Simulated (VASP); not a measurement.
Here is a VASP 6.6.1 calculation.

File POSCAR:

```
CsSnI3
1.0
    6.2414907048      0.0000000000      0.0000000000
    0.0000000000      6.2414907048      0.0000000000
    0.0000000000      0.0000000000      6.3039056119
Cs Sn I
1 1 3
Direct
    0.0000000000      0.0000000000      0.0000000000
    0.5000000000      0.5000000000      0.5000000000
    0.5000000000      0.5000000000      0.0000000000
    0.5000000000      0.0000000000      0.5000000000
    0.0000000000      0.5000000000      0.5000000000
```

Contents of INCAR.step1:

```
ALGO = Normal ; EDIFF = 1E-5
ENCUT = 520 ; GGA = PE
ISIF = 2 ; ISMEAR = 0
LASPH = T ; LCHARG = F
LREAL = F ; LWAVE = T
NBANDS = 30 ; NELM = 100
PREC = Accurate ; SIGMA = 0.01
```

File INCAR.step2:

```
ALGO = Normal ; EDIFF = 1E-6
ENCUT = 520 ; GGA = PE
HFSCREEN = 0.2079 ; ISIF = 2
ISMEAR = 0 ; ISTART = 1
LASPH = T ; LCHARG = F
LHFCALC = T ; LREAL = F
LWAVE = F ; NBANDS = 30
NELM = 100 ; PREC = Accurate
PRECFOCK = Fast ; SIGMA = 0.01
```

File KPOINTS:

```
k-points
0
Gamma
  2 2 2
```

Potentials or basis: VASP PAW PBE potentials, release 64 (Cs_sv, Sn_d, I).

Launch:

```console
$ cat potpaw_PBE.64/Cs_sv/POTCAR potpaw_PBE.64/Sn_d/POTCAR potpaw_PBE.64/I/POTCAR > POTCAR
$ cp INCAR.step1 INCAR
$ mpirun -np 1 vasp_std > vasp.out
$ cp INCAR.step2 INCAR
$ mpirun -np 1 vasp_std > vasp.out
```

(1) Estimate the pressure.

(2) What does it give for the band gap on the k mesh?

Results:

(1) 1.2 GPa.

(2) 0.85 eV.

Caveat: the k points lie up to 0.50 Å⁻¹ apart; the cell differs from its parent crystal (uniaxial z strain +1.0%); the PAW data sets were made with another functional, which shifts forces and pressure a little; spin-orbit coupling is left out, which moves the levels of the heavy elements.
